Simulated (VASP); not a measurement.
Write the native input for VASP 6.6.1 that does the following.

- Task: single point
- Functional: PBEsol
- Potentials or basis: VASP PAW PBE potentials, release 64 (Zn, O)
- Cutoff: 520 eV
- k mesh: 8 × 8 × 4
- Occupations: gaussian, width 0.01 eV
- Spin: no spin polarisation
- Dipole correction: no
- Further INCAR settings: ALGO = Normal; EDIFF = 1e-06; NBANDS = 26

The structure of ZnO lies in POSCAR:

```
ZnO
1.0
    3.2156670681      0.0000000000      0.0000000000
   -1.6078335340      2.7848493711      0.0000000000
    0.0000000000      0.0000000000      5.1909244511
Zn O
2 2
Direct
    0.3333333333      0.6666666667      0.5000430902
    0.6666666667      0.3333333333      0.0000430902
    0.6666666667      0.3333333333      0.3789669098
    0.3333333333      0.6666666667      0.8789669098
```

The input as run:

INCAR

```
ALGO     = Normal         # electronic algorithm
EDIFF    = 1E-6           # SCF threshold, eV
ENCUT    = 520            # plane-wave cutoff, eV
GGA      = PS             # functional
ISIF     = 2              # what is computed and relaxed
ISMEAR   = 0              # smearing method
LASPH    = True           # aspherical terms in the spheres
LCHARG   = True           # write CHGCAR
LELF     = True           # ELF
LREAL    = False          # projectors in reciprocal space
LVHAR    = True         
LWAVE    = False          # write WAVECAR
NBANDS   = 26             # bands
NELM     = 100            # most SCF steps
PREC     = Accurate       # precision mode
SIGMA    = 0.01           # smearing width, eV
```

KPOINTS

```
k-points
0
Gamma
  8 8 4
```

Potentials or basis: VASP PAW PBE potentials, release 64 (Zn, O).

The run is started by

```console
$ cat potpaw_PBE.64/Zn/POTCAR potpaw_PBE.64/O/POTCAR > POTCAR
$ mpirun -np 1 vasp_std > vasp.out
```

Results of the run:

The pressure is 2.8 GPa and the band gap on the k mesh is 0.71 eV.

Caveat: semilocal functionals underestimate gaps, and a narrow one can read as zero; the PAW data sets were made with another functional, which shifts forces and pressure a little.

It took 19 s on 1 thread of Intel(R) Xeon(R) Platinum 8559C (Emerald Rapids), on a shared host, peak memory 0.17 GiB.
